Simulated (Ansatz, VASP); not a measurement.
# One calculation of Os, two programs

```
Os
1.0
     0.00000    2.30746    2.30746
     2.30746    0.00000    2.30746
     2.30746    2.30746    0.00000
Os
2
Cartesian
  -0.5769 -0.5769 -0.5769
  0.5769 0.5769 0.5769
```

Change from the starting cell: volume scaled by 0.6, PAW files.

Alike in both runs: task single point; functional LDA; k mesh 13 × 13 × 13; occupations fermi-dirac, width 0.05 eV; no spin polarisation.

|  | VASP | Ansatz |
| --- | --- | --- |
| version | VASP 6.6.1 | Ansatz 0.2.0 |
| potentials or method | VASP PAW LDA potentials, release 64 (Os) | PAW with Ansatz's default frozen-core files, scalar-relativistic |
| plane-wave cutoff (eV) | 520 | 420 |
| valence electrons in the cell | 16 | 32 |

Ansatz gave:

| Item | Value |
| --- | --- |
| pressure (GPa) | 361.4 |

What did VASP give for the same quantities?

Pressure (GPa): 327.9.

LDA's correlation is that of Perdew and Zunger in VASP and of Perdew and Wang (1992) in Ansatz. The pressures are high and differ by over a tenth, so treat them with care. VASP's potentials hold 16 valence electrons a cell and Ansatz's 32, so a difference there can come from the potentials and not from the codes.

Spin-orbit coupling is off throughout. Noted on VASP's run: the cell as given lies far from equilibrium.
